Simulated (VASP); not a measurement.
Write the native input for VASP 6.6.1 that does the following.

* Task: single point
* Functional: PBE
* Potentials or basis: VASP PAW PBE potentials, release 64 (Sn_d, Ge_d)
* Cutoff: 520 eV
* k mesh: 12 × 12 × 4
* Occupations: gaussian, width 0.1 eV
* Spin: no spin polarisation
* Dipole correction: no
* Further INCAR settings: ALGO = Normal; EDIFF = 1e-06; NBANDS = 51

The structure of SnGe2 lies in POSCAR:

```
SnGe2
1.0
    4.2927116019      0.0000000000      0.0000000000
   -2.1463558009      3.7175972984      0.0000000000
    0.0000000000      0.0000000000     10.5483878000
Sn Ge
2 4
Direct
    0.6666666667      0.3333333333      0.2080510000
    0.3333333333      0.6666666667      0.7919490000
    0.3333333333      0.6666666667      0.5364030000
    0.0000000000      0.0000000000      0.8820990000
    0.6666666667      0.3333333333      0.4635970000
    0.0000000000      0.0000000000      0.1179010000
```

One way to write it, as run:

INCAR

```
SYSTEM = SnGe2
PREC = Accurate ; ENCUT = 520
EDIFF = 1E-6 ; ISMEAR = 0
SIGMA = 0.1 ; LREAL = .FALSE.
LASPH = .TRUE. ; NELM = 60
ALGO = Normal ; ISIF = 2
LWAVE = .FALSE. ; LCHARG = .FALSE.
GGA = PE ; NBANDS = 51
```

KPOINTS

```
regular mesh
0
G
  12 12 4
  0 0 0
```

Potentials or basis: VASP PAW PBE potentials, release 64 (Sn_d, Ge_d).

The run is started by

```sh
$ cat potpaw_PBE.64/Sn_d/POTCAR potpaw_PBE.64/Ge_d/POTCAR > POTCAR
$ mpirun -np 1 vasp_std > vasp.out
```

It gave:

```yaml
Pressure: 0.0 GPa
Largest_force: 0.010 eV/Å
Band_gap_on_the_k_mesh: zero (band 42 reaches 4.89 eV, above the bottom of band 43 at 4.53 eV)
```

Caveat: spin-orbit coupling is left out, which moves the levels of the heavy elements.

It took 4.3 min on 1 thread of Intel(R) Xeon(R) 6975P-C (Granite Rapids), on a shared host, peak memory 0.57 GiB.
